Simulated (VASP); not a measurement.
Runs of VASP 6.6.1 on SnO2. The structure is that of space group Fd-3m (No. 227), or close to it. The cells are those of the table. 

| task | cell | k mesh | cutoff (eV) | gap on the mesh (eV) | pressure (GPa) | relaxed volume (Å³/atom) |
| --- | --- | --- | --- | --- | --- | --- |
| single point | a = 4.783 Å, angles 60.0°, 6 atoms | 4 × 4 × 4 | 520 | none | 0.0 | - |
| single point | a = 4.783 Å, angles 60.0°, 6 atoms | 10 × 10 × 10 | 520 | none | (a) | - |
| relaxation of cell and atoms | relaxed from a = 4.783 Å, angles 60.0°, 6 atoms | 10 × 10 × 10 | 600 | none | 0.0 | 12.86 |
| single point | a = 4.696 Å, angles 60.0°, 6 atoms | 6 × 6 × 6 | 520 | none | 6.2 | - |
| relaxation of cell and atoms | relaxed from a = 4.696 Å, angles 60.0°, 6 atoms | 4 × 4 × 4 | 600 | none | 0.0 | 12.90 |

Alike in all rows: level PBE; potentials or basis VASP PAW PBE potentials, release 64 (Sn_d, O); no spin polarisation; smearing gaussian 0.1 eV.

Question: Estimate the missing entries.

Answer: (a) -0.2.

Caveats: some runs use coarse meshes; semilocal functionals underestimate gaps, so a narrow gap can read as zero; spin-orbit coupling is left out, which moves the levels of the heavy elements; the cell stands under pressure (at least some runs).

A k mesh can miss the band edges, and the runs leave out spin-orbit coupling on Sn.

A gap of «none» marks levels without a gap at the run's occupations.
